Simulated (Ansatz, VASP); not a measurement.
**Two plane-wave programs on WSe2**

The input INCAR:

```
PREC = Accurate ; ENCUT = 520
EDIFF = 1E-6 ; ISMEAR = 0
SIGMA = 0.05 ; LREAL = False
LASPH = True ; NELM = 100
ALGO = Normal ; ISIF = 2
LWAVE = False ; LCHARG = True
GGA = PE ; IVDW = 12
LELF = True ; LVHAR = True
NBANDS = 20
```

File KPOINTS:

```
regular mesh
0
Gamma
  9 9 4
```

File POSCAR:

```
WSe2
1.0
    3.4347696443      0.0000000000      0.0000000000
   -1.7173848222      2.9745977681      0.0000000000
    0.0000000000      0.0000000000      6.3845498149
W Se
1 2
Direct
    0.0000000000      0.0000000000      0.0000000000
    0.3333333333      0.6666666667      0.2762384783
    0.3333333333      0.6666666667      0.7237615217
```

Input for Ansatz:

```yaml
crystal:
  lattice:
    - [3.4347696443, 0.0, 0.0]
    - [-1.7173848222, 2.9745977681, 0.0]
    - [0.0, 0.0, 6.3845498149]
  atoms:
    - { symbol: W, position: [0.0, 0.0, 0.0] }
    - { symbol: Se, position: [0.3333333333, 0.6666666667, 0.2762384783] }
    - { symbol: Se, position: [0.3333333333, 0.6666666667, 0.7237615217] }
basis:
  ecutwfc: 420
kpoints:
  mp_grid: { grid: [9, 9, 4] }
hamiltonian:
  xc: pbe
  pseudopotentials: { kind: paw, azcp: { folder: soft_1 } }
  dispersion: d3bj
scf:
  occupations: { method: gaussian, width: 0.05 }
output:
  forces: true
  stress: true
  eigenvalues: true
```

Alike in both runs: task single point; functional PBE; dispersion D3(BJ); k mesh 9 × 9 × 4; occupations gaussian, width 0.05 eV; no spin polarisation.

|  | VASP | Ansatz |
| --- | --- | --- |
| version | VASP 6.6.1 | Ansatz 0.2.0 |
| potentials or method | VASP PAW PBE potentials, release 64 (W_sv, Se), cutoff 520 eV | scalar-relativistic, plane waves, PAW |
| valence electrons in the cell | 26 | 46 |

Ansatz gave:

```
gap on the k mesh at the Fermi level (eV)                     : 0.45
least direct gap on the mesh (eV)                             : 1.03
pressure (GPa)                                                : -10.8
traceless stress, the component that is largest in VASP (GPa) : 5.53
rms of the force components (eV/Å)                            : 1.373
```

Problem. What did VASP give for the same quantities?

Solution. gap on the k mesh at the Fermi level (eV): 0.45; least direct gap on the mesh (eV): 1.03; pressure (GPa): -10.7; traceless stress, the component that is largest in VASP (GPa): 5.59; rms of the force components (eV/Å): 1.361.

Atom by atom the forces differ by 0.013 eV/Å (rms over components). VASP's potentials hold 26 valence electrons a cell and Ansatz's 46, so a difference there can come from the potentials and not from the codes.

Neither program's run includes spin-orbit coupling.
